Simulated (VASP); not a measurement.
# BeBi2C2 (P-6m2) in VASP: a series of runs

Runs on BeBi2C2. Level: PBE. Tasks: single point, relaxation of cell and atoms.

Program: VASP 6.6.1. These are calculated values, not measurements. Logs are shortened: lines on timing, memory, paths and dates and some standing lists are left out, and cuts for length are marked.

**1. The cell of the first run**

The structure is hexagonal, space group P-6m2 (No. 187). The conventional cell has a = 3.608 Å, b = 3.608 Å, c = 10.210 Å, α = 90.00°, β = 90.00°, γ = 120.00°. Within 2.2 Å of Be (site symmetry -6m2) lie 2 C at 1.65 Å. Within 3.1 Å of Bi (site symmetry 3m) lie 3 C at 2.33 Å. C (site symmetry 3m) has 1 Be at 1.65 Å within 2.2 Å.

**2. Single point, PBE**

The input, INCAR:

```
PREC = Accurate ; ENCUT = 520
EDIFF = 1E-7 ; ISMEAR = 0
SIGMA = 0.1 ; LREAL = F
LASPH = T ; NELM = 100
ALGO = Normal ; ISIF = 2
LWAVE = F ; LCHARG = F
GGA = PE ; NBANDS = 28
```

The input, KPOINTS:

```
regular mesh
0
Gamma
  6 6 4
```

The input, POSCAR:

```
BeBi2C2
1.0
    3.6080296095      0.0000000000      0.0000000000
   -1.8040148047      3.1246452994      0.0000000000
    0.0000000000      0.0000000000     10.2102068307
Be Bi C
1 2 2
Direct
    0.0000000000      0.0000000000      0.0000000000
    0.3333333333      0.6666666667      0.2644812672
    0.3333333333      0.6666666667      0.7355187328
    0.0000000000      0.0000000000      0.8384086002
    0.0000000000      0.0000000000      0.1615913998
```

Potentials or basis: VASP PAW PBE potentials, release 64 (Be, Bi_d, C).

Command:

```
cat potpaw_PBE.64/Be/POTCAR potpaw_PBE.64/Bi_d/POTCAR potpaw_PBE.64/C/POTCAR > POTCAR
mpirun -np 1 vasp_std > vasp.out
```

OUTCAR:

```text
PREC = Accurate
   ENCUT = 520
   EDIFF = 1E-7
   ISMEAR = 0
   LREAL = F
   LASPH = T
   NELM = 100
   ISIF = 2
   GGA = PE

 ion  position               nearest neighbor table
   1  0.000  0.000  0.000-   4 1.65   5 1.65
   2  0.333  0.667  0.264-   5 2.33   5 2.33   5 2.33
   3  0.333  0.667  0.736-   4 2.33   4 2.33   4 2.33
   4  0.000  0.000  0.838-   1 1.65   3 2.33   3 2.33   3 2.33
   5  0.000  0.000  0.162-   1 1.65   2 2.33   2 2.33   2 2.33

  LATTYP: Found a hexagonal cell.
 ALAT       =     3.6080296095
 C/A-ratio  =     2.8298567184

  Lattice vectors:

 A1 = (   3.6080296095,   0.0000000000,   0.0000000000)
 A2 = (  -1.8040148047,   3.1246452994,   0.0000000000)
 A3 = (   0.0000000000,   0.0000000000,  10.2102068307)

Analysis of symmetry for initial positions (statically):
=====================================================================
 Subroutine PRICEL returns:
 Original cell was already a primitive cell.

 Routine SETGRP: Setting up the symmetry group for a
 hexagonal supercell.

 Subroutine GETGRP returns: Found 12 space group operations
 (whereof 12 operations were pure point group operations)
 out of a pool of 24 trial point group operations.

The static configuration has the point symmetry D_3h.

Analysis of symmetry for dynamics (positions and initial velocities):
=====================================================================
 Subroutine PRICEL returns:
 Original cell was already a primitive cell.

 Routine SETGRP: Setting up the symmetry group for a
 hexagonal supercell.

 Subroutine GETGRP returns: Found 12 space group operations
 (whereof 12 operations were pure point group operations)
 out of a pool of 24 trial point group operations.

The dynamic configuration has the point symmetry D_3h.

 Subroutine INISYM returns: Found 12 space group operations
 (whereof 12 operations are pure point group operations),
 and found     1 'primitive' translations

----------------------------------------------------------------------------------------

                                     Primitive cell

  volume of cell :     115.1080

  direct lattice vectors                    reciprocal lattice vectors
     3.608029609  0.000000000  0.000000000     0.277159588  0.160018163  0.000000000
    -1.804014805  3.124645299  0.000000000     0.000000000  0.320036325  0.000000000
     0.000000000  0.000000000 10.210206831     0.000000000  0.000000000  0.097941209

  length of vectors
     3.608029609  3.608029609 10.210206831     0.320036325  0.320036325  0.097941209

  position of ions in fractional coordinates (direct lattice)
     0.000000000  0.000000000  0.000000000
     0.333333333  0.666666667  0.264481267
     0.333333333  0.666666667  0.735518733
     0.000000000  0.000000000  0.838408600
     0.000000000  0.000000000  0.161591400

  ion indices of the primitive-cell ions
   primitive index   ion index
                 1           1
                 2           2
                 3           3
                 4           4
                 5           5

----------------------------------------------------------------------------------------

 KPOINTS: regular mesh

Automatic generation of k-mesh.
 Grid dimensions read from file:
 generate k-points for:    6    6    4

 Generating k-lattice:

  Cartesian coordinates                     Fractional coordinates (reciprocal lattice)
     0.046193265  0.026669694  0.000000000     0.166666667  0.000000000  0.000000000
     0.000000000  0.053339388  0.000000000     0.000000000  0.166666667  0.000000000
     0.000000000  0.000000000  0.024485302     0.000000000  0.000000000  0.250000000

  Length of vectors
     0.053339388  0.053339388  0.024485302

  Shift w.r.t. Gamma in fractional coordinates (k-lattice)
     0.000000000  0.000000000  0.000000000

 Subroutine IBZKPT returns following result:
 ===========================================

 Found     21 irreducible k-points:

 Following reciprocal coordinates:
            Coordinates               Weight
  0.000000  0.000000  0.000000      1.000000
  0.166667 -0.000000  0.000000      6.000000
  0.333333  0.000000  0.000000      6.000000
  0.500000 -0.000000  0.000000      3.000000
  0.166667  0.166667  0.000000      6.000000
  0.333333  0.166667  0.000000     12.000000
[... 13 lines left out ...]
  0.333333  0.166667  0.500000     12.000000
  0.333333  0.333333  0.500000      2.000000
   k-points           NKPTS =     21   k-points in BZ     NKDIM =     21   number of bands    NBANDS=     28
   number of dos      NEDOS =    301   number of ions     NIONS =      5
   total plane-waves  NPLWV =  62720
   dimension x,y,z NGX =    28 NGY =   28 NGZ =   80
   dimension x,y,z NGXF=    56 NGYF=   56 NGZF=  160
   ions per type =               1   2   2
   NGX,Y,Z   is equivalent  to a cutoff of  12.90, 12.90, 13.03 a.u.
   NGXF,Y,Z  is equivalent  to a cutoff of  25.80, 25.80, 26.05 a.u.
 SYSTEM =  unknown system
   PREC   = accura    normal or accurate (medium, high low for compatibility)
   ISTART =      0    job   : 0-new  1-cont  2-samecut
   ICHARG =      2    charge: 1-file 2-atom 10-const
   ISPIN  =      1    spin polarized calculation?
   LNONCOLLINEAR =      F non collinear calculations
   LSORBIT =      F    spin-orbit coupling
   LASPH  =      T    aspherical Exc in radial PAW
   ENCUT  =  520.0 eV  38.22 Ry    6.18 a.u.   6.71  6.71 18.98*2*pi/ulx,y,z
   NELM   =    100;   NELMIN=  2; NELMDL= -5     # of ELM steps
   EDIFF  = 0.1E-06   stopping-criterion for ELM
   LREAL  =      F    real-space projection
   EDIFFG = 0.1E-05   stopping-criterion for IOM
   NSW    =      0    number of steps for IOM
   IBRION =     -1    ionic relax: 0-MD 1-quasi-New 2-CG
   NFREE  =      0    steps in history (QN), initial steepest desc. (CG)
   ISIF   =      2    stress and relaxation
   ISYM   =      2    0-nonsym 1-usesym 2-fastsym
   POTIM  = 0.5000    time-step for ionic-motion
   TEBEG  =    0.0;   TEEND  =   0.0 temperature during run
   PSTRESS=    0.0 pullay stress
   NELECT =      40.0000    total number of electrons
   NUPDOWN=      -1.0000    fix difference up-down
   EMIN   =  10.00;   EMAX   =-10.00  energy-range for DOS
   EFERMI =   0.00;   METHOD = LEGACY
   ISMEAR =     0;   SIGMA  =   0.10  broadening in eV -4-tet -1-fermi 0-gaus
   EFERMI_NEDOS =   21; number of points for ismear=-14 and -15
   IALGO  =     38    algorithm
   IMIX   =      4    mixing-type and parameters
     AMIX     =   0.40;   BMIX     =  1.00
     AMIX_MAG =   1.60;   BMIX_MAG =  1.00
  volume/ion in A,a.u.               =      23.02       155.36
  Fermi-wavevector in a.u.,A,eV,Ry     =   1.150959  2.174996 18.023716  1.324706
  Thomas-Fermi vector in A             =   2.287619
   LORBIT       =      0    0 simple, 1 ext, 2 COOP (PROOUT), +10 PAW based schemes
   GGA     = PE    functional components
   LHFCALC =     F    Hartree Fock is set to
   AEXX    =    0.0000 exact exchange contribution
   IVDW    =     0    specifies the selected vdW correction
   LEPSILON=     F    determine dielectric tensor
   LRPA    =     F    only Hartree local field effects (RPA)
 non-spin polarized calculation
 Gauss-broadening in eV      SIGMA  =   0.10
  energy-cutoff  :      520.00
  volume of cell :      115.11
 maximum number of plane-waves:      3134
 NGX is ok and might be reduce to    28
   NGX = 13   NGY = 13   NGZ = 37

 number of electron      39.9999997 magnetization

 Free energy of the ion-electron system (eV)
  ---------------------------------------------------
  ext. energy  EPLUGINS =         0.00000000
  ---------------------------------------------------
  free energy    TOTEN  =       -25.27431404 eV

  energy without entropy =      -25.27431404  energy(sigma->0) =      -25.27431404

 E-fermi :   4.3394     XC(G=0):  -8.6983

 val. band max:        3.8507576937   @ k =   0.0000   0.0000   0.0000
 cond. band min:       4.8032188151   @ k =   0.0000   0.0000   0.0000
 fundamental gap:      0.9524611214
 Fermi energy:         4.3393905994

 k-point     1 :       0.0000    0.0000    0.0000
  band No.  band energies     occupation
      1     -18.3747      2.00000
      2     -18.3747      2.00000
      3     -18.3747      2.00000
      4     -18.3747      2.00000
      5     -18.3093      2.00000
      6     -18.3074      2.00000
[... 20 lines left out ...]
     27       9.4026      0.00000
     28      10.4725      0.00000

 k-point     2 :       0.1667   -0.0000    0.0000
  band No.  band energies     occupation
      1     -18.3863      2.00000
      2     -18.3862      2.00000
      3     -18.3454      2.00000
      4     -18.3454      2.00000
      5     -18.2877      2.00000
      6     -18.2858      2.00000
[... 20 lines left out ...]
     27       9.6509      0.00000
     28      10.6696      0.00000

 k-point     3 :       0.3333    0.0000    0.0000
  band No.  band energies     occupation
      1     -18.4133      2.00000
      2     -18.4131      2.00000
      3     -18.2921      2.00000
      4     -18.2914      2.00000
      5     -18.2905      2.00000
      6     -18.2904      2.00000
[... 20 lines left out ...]
     27      10.0777      0.00000
     28      10.6922      0.00000

 k-point     4 :       0.5000   -0.0000    0.0000
  band No.  band energies     occupation
      1     -18.4277      2.00000
      2     -18.4275      2.00000
      3     -18.3061      2.00000
      4     -18.3054      2.00000
      5     -18.2746      2.00000
      6     -18.2742      2.00000
[... 20 lines left out ...]
     27      10.1637      0.00000
     28      11.0932      0.00000

 k-point     5 :       0.1667    0.1667    0.0000
  band No.  band energies     occupation
      1     -18.3910      2.00000
      2     -18.3909      2.00000
      3     -18.3214      2.00000
      4     -18.3211      2.00000
      5     -18.2804      2.00000
      6     -18.2798      2.00000
[... 20 lines left out ...]
     27      10.0790      0.00000
     28      10.4913      0.00000

 k-point     6 :       0.3333    0.1667    0.0000
  band No.  band energies     occupation
      1     -18.3984      2.00000
      2     -18.3982      2.00000
      3     -18.2981      2.00000
      4     -18.2976      2.00000
      5     -18.2902      2.00000
      6     -18.2898      2.00000
[... 370 lines left out ...]
      5     -18.2745      2.00000
      6     -18.2744      2.00000
[... 20 lines left out ...]
     27       9.9561      0.00000
     28      10.7978      0.00000

 k-point    19 :       0.1667    0.1667    0.5000
  band No.  band energies     occupation
      1     -18.3910      2.00000
      2     -18.3909      2.00000
      3     -18.3213      2.00000
      4     -18.3212      2.00000
      5     -18.2802      2.00000
      6     -18.2799      2.00000
[... 20 lines left out ...]
     27      10.1789      0.00000
     28      11.0392      0.00000

 k-point    20 :       0.3333    0.1667    0.5000
  band No.  band energies     occupation
      1     -18.3983      2.00000
      2     -18.3982      2.00000
      3     -18.2980      2.00000
      4     -18.2977      2.00000
      5     -18.2901      2.00000
      6     -18.2899      2.00000
[... 20 lines left out ...]
     27       9.8206      0.00000
     28      11.2254      0.00000

 k-point    21 :       0.3333    0.3333    0.5000
  band No.  band energies     occupation
      1     -18.3686      2.00000
      2     -18.3685      2.00000
      3     -18.3061      2.00000
      4     -18.3060      2.00000
      5     -18.2804      2.00000
      6     -18.2803      2.00000
[... 20 lines left out ...]
     27       9.8314      0.00000
     28      10.1538      0.00000

------------------------ aborting loop because EDIFF is reached ----------------------------------------

  FORCE on cell =-STRESS in cart. coord.  units (eV):
  Direction    XX          YY          ZZ          XY          YZ          ZX
  --------------------------------------------------------------------------------------
  -------------------------------------------------------------------------------------
  Total        0.0074942      0.0074942      0.0469945      0.0000000      0.0000000      0.0000000
  in kB        0.1043110      0.1043110      0.6541119      0.0000000      0.0000000      0.0000000
  external PRESSURE =       0.2875780 kB  Pullay stress =       0.0000000 kB

 VOLUME and BASIS-vectors are now :
 -----------------------------------------------------------------------------
  energy-cutoff  :      520.00
  volume of cell :      115.11
      direct lattice vectors                 reciprocal lattice vectors
     3.608029609  0.000000000  0.000000000     0.277159588  0.160018163  0.000000000
    -1.804014805  3.124645299  0.000000000     0.000000000  0.320036325  0.000000000
     0.000000000  0.000000000 10.210206831     0.000000000  0.000000000  0.097941209

 POSITION                                       TOTAL-FORCE (eV/Angst)
 -----------------------------------------------------------------------------------
      0.00000      0.00000      0.00000        -0.000000      0.000000      0.000000
     -0.00000      2.08310      2.70041         0.000000     -0.000000      0.023054
     -0.00000      2.08310      7.50980         0.000000     -0.000000     -0.023054
      0.00000      0.00000      8.56033        -0.000000      0.000000      0.022670
      0.00000      0.00000      1.64988        -0.000000      0.000000     -0.022670
 -----------------------------------------------------------------------------------
    total drift:                                0.000001     -0.000000     -0.000000

  FREE ENERGIE OF THE ION-ELECTRON SYSTEM (eV)
  ---------------------------------------------------
  free  energy   TOTEN  =       -25.2743140434 eV

  energy  without entropy=      -25.2743140434  energy(sigma->0) =      -25.27431404
```

Wall time 62 s (1 thread of AMD EPYC 9R45 (Zen 5), shared host); peak memory 0.23 GiB.

Results:

```yaml
Free_energy: -25.2743 eV
Pressure: 0.0 GPa
Largest_force: 0.023 eV/Å
Band_gap_on_the_k_mesh: 0.95 eV, direct
```

Forces on the atoms (eV/Å):
```
Be   0.000  0.000  0.000
Bi   0.000  0.000  0.023
Bi   0.000  0.000 -0.023
C    0.000  0.000  0.023
C    0.000  0.000 -0.023
```

Caveat: spin-orbit coupling is left out, which moves the levels of the heavy elements; this functional lacks dispersion, which binds the layers, so the pressure and a relaxed spacing across them are unreliable. A k mesh can miss the band edges.

**3. Relaxation of cell and atoms, PBE**

This run uses another cell than the first one, of 18.80 Å³/atom, 0.817 times its volume.

The input, INCAR:

```
PREC     = Accurate       # precision mode
ENCUT    = 600            # plane-wave cutoff, eV
EDIFF    = 1E-6           # SCF threshold, eV
ISMEAR   = 0              # smearing method
SIGMA    = 0.1            # smearing width, eV
LREAL    = False          # projectors in reciprocal space
LASPH    = True           # aspherical terms in the spheres
NELM     = 100            # most SCF steps
ALGO     = Normal         # electronic algorithm
ISIF     = 3              # what is computed and relaxed
LWAVE    = False          # write WAVECAR
LCHARG   = False          # write CHGCAR
GGA      = PE             # functional
IBRION   = 2              # ionic algorithm
NSW      = 90             # ionic steps
EDIFFG   = -0.04          # ionic threshold
```

The input, KPOINTS:

```
Automatic mesh
0
Gamma
  6 6 4
```

The input, POSCAR:

```
BeBi2C2
1.0
    4.3125787600      0.0000000000      0.0000000000
   -2.1562893800      3.7348027600      0.0000000000
    0.0000000000      0.0000000000      5.8371351600
Be Bi C
1 2 2
Direct
    0.0000000000      0.0000000000      0.0000000000
    0.3333333300      0.6666666700      0.2915688400
    0.3333333300      0.6666666700      0.7084311600
    0.0000000000      0.0000000000      0.6915306000
    0.0000000000      0.0000000000      0.3084694000
```

Potentials or basis: VASP PAW PBE potentials, release 64 (Be, Bi_d, C).

Command:

```
cat potpaw_PBE.64/Be/POTCAR potpaw_PBE.64/Bi_d/POTCAR potpaw_PBE.64/C/POTCAR > POTCAR
mpirun -np 1 vasp_std > vasp.out
```

It took 23 min on 1 thread of AMD EPYC 9R45 (Zen 5), shared host; peak memory 0.24 GiB.

Results (log left out):

```yaml
Free_energy: -24.9638 eV
Relaxed_volume: 21.05 Å³/atom
Relaxed_cell: a = 3.631 Å, b = 3.631 Å, c = 9.219 Å, α = 90.00°, β = 90.00°, γ = 120.00°
Space_group_after_relaxing_to_0.05_Å: P-6m2 (No. 187)
Energy_gained_by_relaxing: 973.6 meV/atom
Ionic_steps: 50
Pressure_after_relaxing: 0.0 GPa
Largest_force_after_relaxing: 0.015 eV/Å
Band_gap_on_the_k_mesh: 0.33 eV, indirect (least direct gap 0.48 eV)
```

Forces in eV/Å, atoms in the order of the input:
```
Be   0.000  0.000  0.000
Bi   0.000  0.000 -0.008
Bi   0.000  0.000  0.008
C    0.000  0.000 -0.015
C    0.000  0.000  0.015
```

Step by step:
| step | energy change (eV) | largest force (eV/Å) | pressure (GPa) | volume (Å³) |
| --- | --- | --- | --- | --- |
| 1 | 0.0000 | 8.5902 | 12.52 | 94.02 |
| 3 | -1.7906 | 1.4189 | -2.67 | 103.25 |
| 5 | -1.7942 | 1.4063 | -2.26 | 102.50 |
| 7 | -2.0746 | 1.6807 | 10.52 | 90.68 |
| 9 | -2.1813 | 1.1613 | 6.63 | 93.07 |
| 11 | -2.3031 | 1.3955 | 9.24 | 92.02 |
| 13 | -2.7821 | 0.6184 | 5.20 | 96.45 |
| 15 | -3.3000 | 0.7575 | -3.96 | 116.69 |
| 17 | -3.3242 | 0.5992 | -2.33 | 111.50 |
| 19 | -3.4688 | 0.8394 | 1.01 | 107.56 |
| 21 | -2.6750 | 7.0221 | 21.03 | 89.87 |
| 23 | -3.6033 | 1.4601 | 8.75 | 99.56 |
| 25 | -3.6428 | 1.5518 | 9.12 | 99.16 |
| 27 | -3.7565 | 2.5770 | 10.95 | 97.29 |
| 29 | -3.7600 | 3.1112 | 11.44 | 96.68 |
| 31 | -4.1527 | 3.2844 | 8.45 | 97.07 |
| 33 | -4.1511 | 3.7406 | 7.00 | 97.15 |
| 35 | -4.6887 | 0.9018 | 2.66 | 100.24 |
| 37 | -4.7639 | 0.6693 | 0.61 | 102.36 |
| 39 | -4.7658 | 0.4917 | 0.87 | 102.00 |
| 41 | -4.7912 | 0.4536 | 0.36 | 102.93 |
| 43 | -4.8360 | 0.3696 | -1.73 | 107.19 |
| 45 | -4.8630 | 0.0808 | -0.17 | 105.84 |
| 47 | -4.8652 | 0.0882 | -0.07 | 105.63 |
| 49 | -4.8677 | 0.0512 | -0.04 | 105.34 |
| 50 | -4.8678 | 0.0148 | -0.02 | 105.27 |

Final structure:
```
CELL_PARAMETERS angstrom
3.63105 0.00000 0.00000
-1.81552 3.14458 0.00000
0.00000 0.00000 9.21932
ATOMIC_POSITIONS crystal
Be 0.00000 0.00000 0.00000
Bi 0.33333 0.66667 0.28907
Bi 0.33333 0.66667 0.71093
C 0.00000 0.00000 0.82192
C 0.00000 0.00000 0.17808
```

Levels at points of the mesh, in eV from the valence-band top:
```tsv
k point	band 18	band 19	band 20	band 21	band 22	band 23
(0.00, 0.00, 0.00)	-0.50	-0.50	-0.15	0.33	2.01	4.35
(0.50, 0.00, 0.00)	-2.47	-2.09	-0.83	0.90	2.03	2.16
(0.00, 0.00, 0.50)	-0.93	-0.52	-0.52	0.81	2.00	4.69
(0.50, 0.00, 0.50)	-2.15	-1.92	-1.88	1.33	1.56	3.31
```

Caveat: spin-orbit coupling is left out, which moves the levels of the heavy elements; this functional lacks dispersion, which binds the layers, so the pressure and a relaxed spacing across them are unreliable. A k mesh can miss the band edges.
